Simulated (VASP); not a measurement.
A run of VASP 6.6.1 is set up as follows.

INCAR

```
PREC = Accurate
ENCUT = 520
EDIFF = 1E-8
ISMEAR = -1
SIGMA = 0.15
LREAL = False
LASPH = True
NELM = 60
ALGO = Normal
ISIF = 2
LWAVE = False
LCHARG = True
GGA = PS
IBRION = 8
NSW = 1
```

Contents of KPOINTS:

```
regular mesh
0
Gamma
  18 18 10
```

POSCAR

```
Ti2O
1.0
    2.9533177977      0.0000000000      0.0000000000
   -1.4766588989      2.5576482383      0.0000000000
    0.0000000000      0.0000000000      4.7292180358
Ti O
2 1
Direct
    0.6666666667      0.3333333333      0.2620928277
    0.3333333333      0.6666666667      0.7379071723
    0.0000000000      0.0000000000      0.0000000000
```

Potentials or basis: VASP PAW PBE potentials, release 64 (Ti_sv, O).

The run is started by

```console
$ cat potpaw_PBE.64/Ti_sv/POTCAR potpaw_PBE.64/O/POTCAR > POTCAR
$ mpirun -np 1 vasp_std > vasp.out
```

Question: Predict the highest phonon frequency at Γ, LO-TO splitting left out.

Answer: 506 cm⁻¹.

Phonon frequencies in cm⁻¹ (negative: imaginary):
```
              q point                    frequencies
(0.000, 0.000, 0.000)  0 0 0 161 161 299 447 447 506
```
